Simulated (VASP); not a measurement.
**Sr: single point with LDA**

Sr:

```xyz
1
Lattice="-2.4250 2.6069 2.4250 2.4250 -2.6069 2.4250 2.4250 2.6069 -2.4250" Properties=species:S:1:pos:R:3 pbc="T T T"
Sr    0.0000    0.0000    0.0000
```

This cell differs from its parent crystal: strain +0.0750 x Voigt [0, 1, 0, 0, 0, 0].

```
Program                : VASP 6.6.1
Task                   : single point
Functional             : LDA
Potentials or basis    : VASP PAW LDA potentials, release 64 (Sr_sv)
Cutoff                 : 520 eV
k mesh                 : 14 × 14 × 14
Occupations            : gaussian, width 0.15 eV
Spin                   : no spin polarisation
Dipole correction      : no
Further INCAR settings : ALGO = Fast; EDIFF = 1e-07; NBANDS = 11
```

```json
{
  "Pressure": "-2.2 GPa",
  "Band gap on the k mesh": "zero (band 5 reaches 1.28 eV, above the bottom of band 6 at 1.11 eV)"
}
```

Levels at points of the mesh, in eV from the Fermi level:
| k point | band 2 | band 3 | band 4 | band 5 | band 6 | band 7 | band 8 | band 9 |
| --- | --- | --- | --- | --- | --- | --- | --- | --- |
| (0.00, 0.00, 0.00) | -18.70 | -18.70 | -18.70 | -3.51 | 2.00 | 2.00 | 2.35 | 3.06 |
| (0.50, 0.00, 0.00) | -18.84 | -18.74 | -18.70 | -1.06 | 0.08 | 1.25 | 2.88 | 3.72 |
| (0.00, 0.50, 0.00) | -18.83 | -18.75 | -18.71 | -0.91 | 0.27 | 0.85 | 3.35 | 3.87 |
| (0.50, 0.50, 0.50) | -18.81 | -18.79 | -18.79 | -0.12 | 0.02 | 2.61 | 3.51 | 3.51 |

Run time: 48 s on 1 thread of Intel(R) Xeon(R) 6975P-C (Granite Rapids), with other jobs on the host, peak memory 0.28 GiB.

Caveat: the cell differs from its parent crystal (strain +0.0750 x Voigt [0, 1, 0, 0, 0, 0]).
